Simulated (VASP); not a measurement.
BaTiO3, 5 atoms in the cell. Symmetry: R3m, No. 160, trigonal system. The conventional cell has a = 5.805 Å, b = 5.805 Å, c = 7.177 Å, α = 90.00°, β = 90.00°, γ = 120.00°. Ba (site symmetry 3m) has 12 O at 2.81 to 3.03 Å and 8 Ti at 3.49 to 3.69 Å within 3.7 Å. Within 2.5 Å of Ti (site symmetry 3m) lie 6 O at 1.88 to 2.25 Å. Within 2.5 Å of O (site symmetry m) lie 2 Ti at 1.88 to 2.25 Å.  This cell differs from its parent crystal: volume scaled by 1.10.

- Program: VASP 6.6.1
- Task: relaxation of shape and atoms at fixed volume
- Functional: PBEsol
- Potentials or basis: VASP PAW PBE potentials, release 64 (Ba_sv, Ti_sv, O)
- Cutoff: 600 eV
- k mesh: 9 × 9 × 9
- Occupations: gaussian, width 0.02 eV
- Spin: no spin polarisation
- Dipole correction: no
- Further INCAR settings: ALGO = Normal; EDIFF = 1e-06; IBRION = 2; EDIFFG = -0.01; NSW = 50; ISIF = 4

Potentials or basis: VASP PAW PBE potentials, release 64 (Ba_sv, Ti_sv, O).

The run is started by

```console
$ cat potpaw_PBE.64/Ba_sv/POTCAR potpaw_PBE.64/Ti_sv/POTCAR potpaw_PBE.64/O/POTCAR > POTCAR
$ mpirun -np 1 vasp_std > vasp.out
```

Hardware: 1 thread of Intel(R) Xeon(R) Platinum 8488C (Sapphire Rapids), with other jobs on the host.

Q: How long does it take, and how much memory?

A: Run time: 11 min on 1 thread of Intel(R) Xeon(R) Platinum 8488C (Sapphire Rapids), with other jobs on the host, peak memory 0.34 GiB. Counts: scf iterations 52, k points 85, ion steps 8.
